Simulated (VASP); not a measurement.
**Cs: single point with PBE**

System: Cs, a sheet with vacuum.

```
Cs
1.0
    11.86524    0.00000    0.00000
    -5.93262   10.27560    0.00000
     0.00000    0.00000   15.00000
Cs
6
Direct
  0.66975 0.00000 0.50791
  0.00000 0.66975 0.50791
  0.33025 0.33025 0.50791
  0.00000 0.33025 0.49209
  0.33025 0.00000 0.49209
  0.66975 0.66975 0.49209
```

The cell was generated, and may not be a known phase.

```yaml
Program: VASP 6.6.1
Task: single point
Functional: PBE
Potentials_or_basis: VASP PAW PBE potentials, release 64 (Cs_sv)
Cutoff: 520 eV
k_mesh: 3 × 3 × 1
Occupations: gaussian, width 0.1 eV
Spin: no spin polarisation
Dipole_correction: yes
Further_INCAR_settings: ALGO = Normal; EDIFF = 1e-06; NBANDS = 36
```

* Largest force: 0.105 eV/Å

Forces on the atoms (eV/Å):
```
Cs  -0.074  0.000  0.074
Cs   0.037 -0.064  0.074
Cs   0.037  0.064  0.074
Cs  -0.037  0.064 -0.074
Cs   0.074  0.000 -0.074
Cs  -0.037 -0.064 -0.074
```

Levels at points of the mesh, in eV from the Fermi level:
| k point | band 25 | band 26 | band 27 | band 28 | band 29 | band 30 |
| --- | --- | --- | --- | --- | --- | --- |
| (0.00, 0.00, 0.00) | -1.33 | -0.08 | -0.08 | 0.40 | 0.40 | 0.41 |

Run time: 5 min on 1 thread of Intel(R) Xeon(R) 6975P-C (Granite Rapids), on a shared host, peak memory 1.4 GiB.

Caveat: spin-orbit coupling is left out, which moves the levels of the heavy elements.
